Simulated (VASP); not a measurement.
BN: single point with PBEsol

Crystal: BN.

```xyz
4
Lattice="2.6475 0.0000 0.0000 -1.3237 2.2928 0.0000 0.0000 0.0000 6.5930" Properties=species:S:1:pos:R:3 pbc="T T T"
B     0.0000    1.5285    1.6483
B     1.3237    0.7643    4.9448
N     0.0000    1.5285    4.9448
N     1.3237    0.7643    1.6483
```

This cell differs from its parent crystal: volume 10.005 Å^3 an atom, c/a of the conventional cell 2.4903.

```json
{"Program": "VASP 6.6.1", "Task": "single point", "Functional": "PBEsol", "Potentials or basis": "VASP PAW PBE potentials, release 64 (B, N)", "Cutoff": "520 eV", "k mesh": "12 × 12 × 4", "Occupations": "gaussian, width 0.05 eV", "Spin": "no spin polarisation", "Dipole correction": "no", "Further INCAR settings": "ALGO = Normal; EDIFF = 1e-06; NBANDS = 16"}
```

| Quantity | Value |
| --- | --- |
| Pressure | -31.1 GPa |
| Band gap on the k mesh | 3.84 eV, indirect (least direct gap 4.14 eV) |

Stress tensor (GPa, compression positive):
```
-46.88   0.00   0.00
  0.00 -46.88   0.00
  0.00   0.00   0.51
```

Levels at points of the mesh, in eV from the valence-band top:
| k point | band 4 | band 5 | band 6 | band 7 | band 8 | band 9 | band 10 | band 11 | band 12 | band 13 |
| --- | --- | --- | --- | --- | --- | --- | --- | --- | --- | --- |
| (0.00, 0.00, 0.00) | -3.24 | -1.52 | -1.52 | -1.47 | -1.47 | 4.89 | 9.45 | 9.48 | 10.11 | 10.11 |
| (0.50, 0.00, 0.00) | -8.24 | -3.94 | -3.85 | -1.43 | -0.30 | 3.84 | 5.22 | 7.92 | 8.11 | 11.80 |
| (0.00, 0.00, 0.50) | -4.57 | -1.49 | -1.49 | -1.49 | -1.49 | 7.03 | 7.03 | 10.19 | 10.19 | 10.19 |
| (0.50, 0.00, 0.50) | -8.29 | -3.89 | -3.89 | -0.83 | -0.83 | 4.26 | 4.26 | 8.15 | 8.15 | 12.50 |

It took 26 s on 1 thread of Intel(R) Xeon(R) Platinum 8559C (Emerald Rapids), on a shared host, peak memory 0.16 GiB.

Caveat: the PAW data sets were made with another functional, which shifts forces and pressure a little; this functional lacks dispersion, which binds the layers, so the pressure and a relaxed spacing across them are unreliable. A k mesh can miss the band edges.
